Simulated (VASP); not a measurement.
# SnTe (R-3m) in VASP: notebook

SnTe is run at these levels: PBE; tasks: single point.

Program: VASP 6.6.1. These are calculated values, not measurements. Logs are shortened: lines on timing, memory, paths and dates and some standing lists are left out, and cuts for length are marked.

### 1 The cell of the first run

Symmetry: R-3m, No. 166, trigonal system. Conventional cell: a = 4.712 Å, b = 4.712 Å, c = 9.812 Å, α = 90.00°, β = 90.00°, γ = 120.00°. Sn (site symmetry -3m) has 6 Te at 3.17 Å within 4.2 Å. Te (site symmetry -3m) has 6 Sn at 3.17 Å within 4.2 Å.

### 2 Single point, PBE

File INCAR:

```
SYSTEM = SnTe
  ALGO = Normal
  EDIFF = 1E-7
  ENCUT = 520
  GGA = PE
  ISIF = 2
  ISMEAR = 0
  LASPH = .TRUE.
  LCHARG = .FALSE.
  LREAL = .FALSE.
  LWAVE = .FALSE.
  NBANDS = 17
  NELM = 100
  PREC = Accurate
  SIGMA = 0.03
```

File KPOINTS:

```
k-points
0
G
  10 10 10
  0 0 0
```

File POSCAR:

```
SnTe
1.0
   -0.3332213491      2.9989921423      2.9989921423
    2.9989921423     -0.3332213491      2.9989921423
    2.9989921423      2.9989921423     -0.3332213491
Sn Te
1 1
Direct
    0.0000000000      0.0000000000      0.0000000000
    0.5000000000      0.5000000000      0.5000000000
```

Potentials or basis: VASP PAW PBE potentials, release 64 (Sn_d, Te).

Started as:

```sh
$ cat potpaw_PBE.64/Sn_d/POTCAR potpaw_PBE.64/Te/POTCAR > POTCAR
$ mpirun -np 1 vasp_std > vasp.out
```

OUTCAR:

```text
SYSTEM = SnTe
   EDIFF = 1E-7
   ENCUT = 520
   GGA = PE
   ISIF = 2
   ISMEAR = 0
   LASPH = .TRUE.
   LREAL = .FALSE.
   NELM = 100
   PREC = Accurate

 ion  position               nearest neighbor table
   1  0.000  0.000  0.000-   2 3.17   2 3.17   2 3.17   2 3.17   2 3.17   2 3.17
   2  0.500  0.500  0.500-   1 3.17   1 3.17   1 3.17   1 3.17   1 3.17   1 3.17

  LATTYP: Found a trigonal (rhomboedric) cell.
 ALAT       =     4.2542853932
 COS(alpha) =     0.3865030675

  Lattice vectors:

 A1 = (  -0.3332213491,   2.9989921423,   2.9989921423)
 A2 = (   2.9989921423,  -0.3332213491,   2.9989921423)
 A3 = (   2.9989921423,   2.9989921423,  -0.3332213491)

Analysis of symmetry for initial positions (statically):
=====================================================================
 Subroutine PRICEL returns:
 Original cell was already a primitive cell.

 Routine SETGRP: Setting up the symmetry group for a
 trigonal (rhombohedral) supercell.

 Subroutine GETGRP returns: Found 12 space group operations
 (whereof 12 operations were pure point group operations)
 out of a pool of 12 trial point group operations.

The static configuration has the point symmetry D_3d.

Analysis of symmetry for dynamics (positions and initial velocities):
=====================================================================
 Subroutine PRICEL returns:
 Original cell was already a primitive cell.

 Routine SETGRP: Setting up the symmetry group for a
 trigonal (rhombohedral) supercell.

 Subroutine GETGRP returns: Found 12 space group operations
 (whereof 12 operations were pure point group operations)
 out of a pool of 12 trial point group operations.

The dynamic configuration has the point symmetry D_3d.

 Subroutine INISYM returns: Found 12 space group operations
 (whereof 12 operations are pure point group operations),
 and found     1 'primitive' translations

----------------------------------------------------------------------------------------

                                     Primitive cell

  volume of cell :      62.8995

  direct lattice vectors                    reciprocal lattice vectors
    -0.333221349  2.998992142  2.998992142    -0.141223915  0.158876905  0.158876905
     2.998992142 -0.333221349  2.998992142     0.158876905 -0.141223915  0.158876905
     2.998992142  2.998992142 -0.333221349     0.158876905  0.158876905 -0.141223915

  length of vectors
     4.254285393  4.254285393  4.254285393     0.265382621  0.265382621  0.265382621

  position of ions in fractional coordinates (direct lattice)
     0.000000000  0.000000000  0.000000000
     0.500000000  0.500000000  0.500000000

  ion indices of the primitive-cell ions
   primitive index   ion index
                 1           1
                 2           2

----------------------------------------------------------------------------------------

 KPOINTS: k-points

Automatic generation of k-mesh.
 Grid dimensions read from file:
 generate k-points for:   10   10   10

 Generating k-lattice:

  Cartesian coordinates                     Fractional coordinates (reciprocal lattice)
    -0.014122392  0.015887690  0.015887690     0.100000000  0.000000000  0.000000000
     0.015887690 -0.014122392  0.015887690     0.000000000  0.100000000  0.000000000
     0.015887690  0.015887690 -0.014122392     0.000000000  0.000000000  0.100000000

  Length of vectors
     0.026538262  0.026538262  0.026538262

  Shift w.r.t. Gamma in fractional coordinates (k-lattice)
     0.000000000  0.000000000  0.000000000

 Subroutine IBZKPT returns following result:
 ===========================================

 Found    116 irreducible k-points:

 Following reciprocal coordinates:
            Coordinates               Weight
  0.000000  0.000000  0.000000      1.000000
  0.100000 -0.000000 -0.000000      6.000000
  0.200000 -0.000000 -0.000000      6.000000
  0.300000  0.000000  0.000000      6.000000
  0.400000  0.000000  0.000000      6.000000
  0.500000 -0.000000 -0.000000      3.000000
[... 16 lines left out ...]
  0.300000  0.300000  0.000000      6.000000
  0.400000  0.300000  0.000000     12.000000
 [... further k-points ...]
   k-points           NKPTS =    116   k-points in BZ     NKDIM =    116   number of bands    NBANDS=     17
   number of dos      NEDOS =    301   number of ions     NIONS =      2
   total plane-waves  NPLWV =  32768
   dimension x,y,z NGX =    32 NGY =   32 NGZ =   32
   dimension x,y,z NGXF=    64 NGYF=   64 NGZF=   64
   ions per type =               1   1
   NGX,Y,Z   is equivalent  to a cutoff of  12.50, 12.50, 12.50 a.u.
   NGXF,Y,Z  is equivalent  to a cutoff of  25.01, 25.01, 25.01 a.u.
 SYSTEM =  SnTe
   PREC   = accura    normal or accurate (medium, high low for compatibility)
   ISTART =      0    job   : 0-new  1-cont  2-samecut
   ICHARG =      2    charge: 1-file 2-atom 10-const
   ISPIN  =      1    spin polarized calculation?
   LNONCOLLINEAR =      F non collinear calculations
[... 21 lines left out ...]
   IALGO  =     38    algorithm
   IMIX   =      4    mixing-type and parameters
     AMIX     =   0.40;   BMIX     =  1.00
     AMIX_MAG =   1.60;   BMIX_MAG =  1.00
  volume/ion in A,a.u.               =      31.45       212.23
  Fermi-wavevector in a.u.,A,eV,Ry     =   1.117384  2.111549 16.987507  1.248547
  Thomas-Fermi vector in A             =   2.254006
   LORBIT       =      0    0 simple, 1 ext, 2 COOP (PROOUT), +10 PAW based schemes
   GGA     = PE    functional components
   LHFCALC =     F    Hartree Fock is set to
   AEXX    =    0.0000 exact exchange contribution
   IVDW    =     0    specifies the selected vdW correction
   LEPSILON=     F    determine dielectric tensor
   LRPA    =     F    only Hartree local field effects (RPA)
 non-spin polarized calculation
 Gauss-broadening in eV      SIGMA  =   0.03
  energy-cutoff  :      520.00
  volume of cell :       62.90
 maximum number of plane-waves:      1716
   NGX = 15   NGY = 15   NGZ = 15

 number of electron      20.0000003 magnetization

 Free energy of the ion-electron system (eV)
  ---------------------------------------------------
  ext. energy  EPLUGINS =         0.00000000
  ---------------------------------------------------
  free energy    TOTEN  =        -7.46109443 eV

  energy without entropy =       -7.46095069  energy(sigma->0) =       -7.46102256

 E-fermi :   6.7250     XC(G=0):  -9.4911

 val. band max:        6.7036813736   @ k =  -0.4000   0.1000  -0.0000
 cond. band min:       6.7786113982   @ k =   0.5000   0.5000   0.4000
 fundamental gap:      0.0749300246
 Fermi energy:         6.7250336998

 k-point     1 :       0.0000    0.0000    0.0000
  band No.  band energies     occupation
      1     -15.0567      2.00000
      2     -15.0567      2.00000
      3     -15.0487      2.00000
      4     -15.0445      2.00000
      5     -15.0445      2.00000
      6      -5.8407      2.00000
[... 9 lines left out ...]
     16      13.4693      0.00000
     17      13.9218      0.00000

 k-point     2 :       0.1000   -0.0000   -0.0000
  band No.  band energies     occupation
      1     -15.0572      2.00000
      2     -15.0560      2.00000
      3     -15.0485      2.00000
      4     -15.0445      2.00000
      5     -15.0443      2.00000
      6      -5.7618      2.00000
[... 9 lines left out ...]
     16      13.3389      0.00000
     17      14.3940      0.00000

 k-point     3 :       0.2000   -0.0000   -0.0000
  band No.  band energies     occupation
      1     -15.0586      2.00000
      2     -15.0548      2.00000
      3     -15.0477      2.00000
      4     -15.0444      2.00000
      5     -15.0437      2.00000
      6      -5.5338      2.00000
[... 9 lines left out ...]
     16      13.7232      0.00000
     17      15.5215      0.00000

 k-point     4 :       0.3000    0.0000    0.0000
  band No.  band energies     occupation
      1     -15.0604      2.00000
      2     -15.0543      2.00000
      3     -15.0470      2.00000
      4     -15.0430      2.00000
      5     -15.0429      2.00000
      6      -5.1916      2.00000
[... 9 lines left out ...]
     16      14.8512      0.00000
     17      16.6493      0.00000
[... 343 lines left out ...]
      1     -15.0590      2.00000
      2     -15.0554      2.00000
      3     -15.0468      2.00000
      4     -15.0439      2.00000
      5     -15.0424      2.00000
      6      -5.1014      2.00000
[... 9 lines left out ...]
     16      14.7757      0.00000
     17      15.1312      0.00000

 k-point    23 :       0.3000    0.3000    0.0000
  band No.  band energies     occupation
      1     -15.0634      2.00000
      2     -15.0514      2.00000
      3     -15.0496      2.00000
      4     -15.0421      2.00000
      5     -15.0394      2.00000
      6      -4.9319      2.00000
[... 9 lines left out ...]
     16      15.0678      0.00000
     17      15.4122      0.00000

 k-point    24 :       0.4000    0.3000    0.0000
  band No.  band energies     occupation
      1     -15.0652      2.00000
      2     -15.0518      2.00000
      3     -15.0492      2.00000
      4     -15.0409      2.00000
      5     -15.0377      2.00000
      6      -4.6581      2.00000
[... 9 lines left out ...]
     16      15.6713      0.00000
     17      16.3609      0.00000

 [... further k-points ...]
[... 5 lines left out ...]
  --------------------------------------------------------------------------------------
  -------------------------------------------------------------------------------------
  Total        0.5423868      0.5423868      0.5423868      0.4367425      0.4367425      0.4367425
  in kB       13.8156823     13.8156823     13.8156823     11.1247103     11.1247103     11.1247103
  external PRESSURE =      13.8156823 kB  Pullay stress =       0.0000000 kB

 VOLUME and BASIS-vectors are now :
 -----------------------------------------------------------------------------
  energy-cutoff  :      520.00
  volume of cell :       62.90
      direct lattice vectors                 reciprocal lattice vectors
    -0.333221349  2.998992142  2.998992142    -0.141223915  0.158876905  0.158876905
     2.998992142 -0.333221349  2.998992142     0.158876905 -0.141223915  0.158876905
     2.998992142  2.998992142 -0.333221349     0.158876905  0.158876905 -0.141223915

 POSITION                                       TOTAL-FORCE (eV/Angst)
 -----------------------------------------------------------------------------------
      0.00000      0.00000      0.00000        -0.000000      0.000000     -0.000000
      2.83238      2.83238      2.83238         0.000000     -0.000000      0.000000
 -----------------------------------------------------------------------------------
    total drift:                                0.000000     -0.000000     -0.000000

  FREE ENERGIE OF THE ION-ELECTRON SYSTEM (eV)
  ---------------------------------------------------
  free  energy   TOTEN  =        -7.4610944338 eV

  energy  without entropy=       -7.4609506919  energy(sigma->0) =       -7.46102256
```

Wall time 71 s (1 thread of Intel Xeon Platinum 8259CL at 2.50GHz (Skylake/Cascade Lake), shared host); peak memory 0.27 GiB.

What came out:

```
Free energy            : -7.4611 eV
Pressure               : 1.4 GPa
Band gap on the k mesh : zero (band 10 reaches 6.84 eV, above the bottom of band 11 at 6.11 eV)
```

Caveat: spin-orbit coupling is left out, which moves the levels of the heavy elements.

### 3 Single point, PBE

This run uses another cell than the first one, of the same volume but with other edges.

File INCAR:

```
SYSTEM = SnTe
PREC = Accurate ; ENCUT = 520
EDIFF = 1E-7 ; ISMEAR = 0
SIGMA = 0.03 ; LREAL = .False.
LASPH = .True. ; NELM = 100
ALGO = Normal ; ISIF = 2
LWAVE = .False. ; LCHARG = .False.
GGA = PE ; NBANDS = 17
```

File KPOINTS:

```
Automatic mesh
0
Gamma
  10 10 10
  0 0 0
```

File POSCAR:

```
SnTe
1.0
    0.3960506967      3.3664309219      3.3664309219
    3.3664309219      0.3960506967      3.3664309219
    3.3664309219      3.3664309219      0.3960506967
Sn Te
1 1
Direct
    0.0000000000      0.0000000000      0.0000000000
    0.5000000000      0.5000000000      0.5000000000
```

Potentials or basis: VASP PAW PBE potentials, release 64 (Sn_d, Te).

Started as:

```sh
$ cat potpaw_PBE.64/Sn_d/POTCAR potpaw_PBE.64/Te/POTCAR > POTCAR
$ mpirun -np 1 vasp_std > vasp.out
```

Run time: 1.8 min. Hardware: 1 thread of Intel Xeon Platinum 8259CL at 2.50GHz (Skylake/Cascade Lake), shared host; peak memory 0.29 GiB.

It converged, with:

```yaml
Free_energy: -7.4176 eV
Pressure: 1.2 GPa
Band_gap_on_the_k_mesh: zero (band 10 reaches 7.88 eV, above the bottom of band 11 at 6.31 eV)
```

Stress tensor (GPa, compression positive):
```
 1.16 -1.76 -1.76
-1.76  1.16 -1.76
-1.76 -1.76  1.16
```

Levels at points of the mesh, in eV from the Fermi level:
```csv
k point,band 8,band 9,band 10,band 11,band 12,band 13
"(0.00, 0.00, 0.00)",-2.96,-1.09,-1.09,3.63,3.63,4.17
"(0.50, 0.00, 0.00)",-2.03,-1.24,-0.60,0.05,0.68,0.91
"(0.50, 0.50, 0.00)",-5.17,-3.88,-2.68,2.69,4.73,4.86
"(0.50, 0.50, 0.50)",-0.76,-0.76,1.31,1.33,1.61,1.61
```

Caveat: spin-orbit coupling is left out, which moves the levels of the heavy elements.

### 4 Single point, PBE

This run uses another cell than the first one, of the same volume but with other edges.

File INCAR:

```
SYSTEM = SnTe
ALGO = Normal
EDIFF = 1E-7
ENCUT = 520
GGA = PE
ISIF = 2
ISMEAR = 0
LASPH = .TRUE.
LCHARG = .TRUE.
LELF = .TRUE.
LREAL = .FALSE.
LVHAR = .TRUE.
LWAVE = .FALSE.
NBANDS = 17
NELM = 60
PREC = Accurate
SIGMA = 0.03
```

File KPOINTS:

```
k-points
0
G
  10 10 10
  0 0 0
```

File POSCAR:

```
SnTe
1.0
    1.2342304804      3.8790100813      3.8790100813
    3.8790100813      1.2342304804      3.8790100813
    3.8790100813      3.8790100813      1.2342304804
Sn Te
1 1
Direct
    0.0000000000      0.0000000000      0.0000000000
    0.5000000000      0.5000000000      0.5000000000
```

Started as:

```sh
$ cat potpaw_PBE.64/Sn_d/POTCAR potpaw_PBE.64/Te/POTCAR > POTCAR
$ mpirun -np 1 vasp_std > vasp.out
```

Run time: 3 min. Hardware: 1 thread of Intel Xeon Platinum 8259CL at 2.50GHz (Skylake/Cascade Lake), shared host; peak memory 0.34 GiB.

Results (log left out):

* Free energy: -6.7983 eV
* Pressure: -2.2 GPa
* Band gap on the k mesh: zero (band 10 reaches 7.54 eV, above the bottom of band 11 at 5.02 eV)

Stress tensor (GPa, compression positive):
```
-2.18 -1.57 -1.57
-1.57 -2.18 -1.57
-1.57 -1.57 -2.18
```

Levels at points of the mesh, in eV from the Fermi level:
```
           k point  band 6  band 7  band 8  band 9  band 10  band 11  band 12  band 13  band 14  band 15
(0.00, 0.00, 0.00)  -12.27   -6.88   -4.45    0.88     0.88     4.75     4.75     5.35     5.81     7.98
(0.50, 0.00, 0.00)  -10.53   -6.99   -3.01   -2.10    -0.94    -0.30     0.53     2.11     5.18     5.87
(0.50, 0.50, 0.00)  -10.46   -6.03   -4.88   -4.01    -0.89     1.74     3.82     3.82     4.38     5.96
(0.50, 0.50, 0.50)  -11.83   -8.98    0.33    1.01     1.01     1.38     4.03     4.03     6.12     7.53
```

Caveat: spin-orbit coupling is left out, which moves the levels of the heavy elements.

### 5 Single point, PBE

This run uses another cell than the first one, of the same volume but with other edges.

File INCAR:

```
SYSTEM = SnTe
PREC = Accurate
ENCUT = 520
EDIFF = 1E-6
ISMEAR = 0
SIGMA = 0.03
LREAL = .False.
LASPH = .True.
NELM = 80
ALGO = Normal
ISIF = 2
LWAVE = .False.
LCHARG = .False.
GGA = PE
NBANDS = 17
```

File KPOINTS:

```
regular mesh
0
Gamma
  10 10 10
  0 0 0
```

File POSCAR:

```
SnTe
1.0
   -0.1509100832      3.0828774132      3.0828774132
    3.0828774132     -0.1509100832      3.0828774132
    3.0828774132      3.0828774132     -0.1509100832
Sn Te
1 1
Direct
    0.0000000000      0.0000000000      0.0000000000
    0.5000000000      0.5000000000      0.5000000000
```

Started as:

```sh
$ cat potpaw_PBE.64/Sn_d/POTCAR potpaw_PBE.64/Te/POTCAR > POTCAR
$ mpirun -np 1 vasp_std > vasp.out
```

Wall time 70 s (1 thread of Intel Xeon Platinum 8259CL at 2.50GHz (Skylake/Cascade Lake), shared host); peak memory 0.27 GiB.

Results (log left out):

| Quantity | Value |
| --- | --- |
| Free energy | -7.5267 eV |
| Pressure | 1.9 GPa |
| Band gap on the k mesh | zero (band 10 reaches 6.90 eV, above the bottom of band 11 at 6.56 eV) |

Stress tensor (GPa, compression positive):
```
1.90 0.70 0.70
0.70 1.90 0.70
0.70 0.70 1.90
```

Levels at points of the mesh, in eV from the Fermi level:
| k point | band 8 | band 9 | band 10 | band 11 | band 12 | band 13 |
| --- | --- | --- | --- | --- | --- | --- |
| (0.00, 0.00, 0.00) | -2.35 | -2.35 | -1.72 | 3.19 | 3.42 | 3.42 |
| (0.50, 0.00, 0.00) | -1.83 | -1.62 | -0.01 | 0.22 | 0.34 | 0.75 |
| (0.50, 0.50, 0.00) | -5.55 | -3.97 | -3.46 | 2.21 | 4.70 | 4.92 |
| (0.50, 0.50, 0.50) | -2.05 | -2.05 | -0.38 | -0.35 | 0.03 | 0.03 |

Caveat: spin-orbit coupling is left out, which moves the levels of the heavy elements.

### 6 Single point, PBE

This run uses another cell than the first one, of the same volume but with other edges.

File INCAR:

```
PREC = Accurate
ENCUT = 520
EDIFF = 1E-6
ISMEAR = 0
SIGMA = 0.03
LREAL = F
LASPH = T
NELM = 80
ALGO = Normal
ISIF = 2
LWAVE = F
LCHARG = F
GGA = PE
NBANDS = 17
```

File KPOINTS:

```
regular mesh
0
Gamma
  10 10 10
```

File POSCAR:

```
SnTe
1.0
    0.1640828798      3.2406368767      3.2406368767
    3.2406368767      0.1640828798      3.2406368767
    3.2406368767      3.2406368767      0.1640828798
Sn Te
1 1
Direct
    0.0000000000      0.0000000000      0.0000000000
    0.5000000000      0.5000000000      0.5000000000
```

Potentials or basis: VASP PAW PBE potentials, release 64 (Sn_d, Te).

Started as:

```sh
$ cat potpaw_PBE.64/Sn_d/POTCAR potpaw_PBE.64/Te/POTCAR > POTCAR
$ mpirun -np 1 vasp_std > vasp.out
```

It took 1.9 min on 1 thread of Intel Xeon Platinum 8259CL at 2.50GHz (Skylake/Cascade Lake), shared host; peak memory 0.29 GiB.

It converged, with:

```yaml
Free_energy: -7.5214 eV
Pressure: 1.9 GPa
Band_gap_on_the_k_mesh: zero (band 10 reaches 7.33 eV, above the bottom of band 11 at 6.84 eV)
```

Stress tensor (GPa, compression positive):
```
 1.92 -0.85 -0.85
-0.85  1.92 -0.85
-0.85 -0.85  1.92
```

Levels at points of the mesh, in eV from the Fermi level:
```csv
k point,band 6,band 7,band 8,band 9,band 10,band 11,band 12,band 13,band 14,band 15
"(0.00, 0.00, 0.00)",-12.72,-4.73,-2.58,-1.83,-1.83,3.32,3.32,3.56,4.29,5.12
"(0.50, 0.00, 0.00)",-11.40,-8.19,-1.99,-1.69,-0.28,-0.02,0.34,0.47,7.56,7.75
"(0.50, 0.50, 0.00)",-11.15,-6.44,-5.50,-3.92,-3.40,2.26,4.78,4.93,6.29,8.90
"(0.50, 0.50, 0.50)",-11.58,-8.49,-1.48,-1.48,0.47,0.55,0.78,0.78,7.52,8.41
```

Caveat: spin-orbit coupling is left out, which moves the levels of the heavy elements.

### 7 Summary

| cell | gap on the mesh (eV) | pressure (GPa) |
| --- | --- | --- |
| a = 4.254 Å, angles 67.3°, 2 atoms | none | 1.4 |
| a = 4.777 Å, angles 52.2°, 2 atoms | none | 1.2 |
| a = 5.623 Å, angles 38.9°, 2 atoms | none | -2.2 |
| a = 4.362 Å, angles 63.2°, 2 atoms | none | 1.9 |
| a = 4.586 Å, angles 56.6°, 2 atoms | none | 1.9 |

Alike in all rows: task single point; level PBE; potentials or basis VASP PAW PBE potentials, release 64 (Sn_d, Te); no spin polarisation; k mesh 10 × 10 × 10; cutoff (eV) 520; smearing gaussian 0.03 eV.

Caveats: spin-orbit coupling is left out, which moves the levels of the heavy elements.

Absolute energies hang on the potentials; compare differences alone.
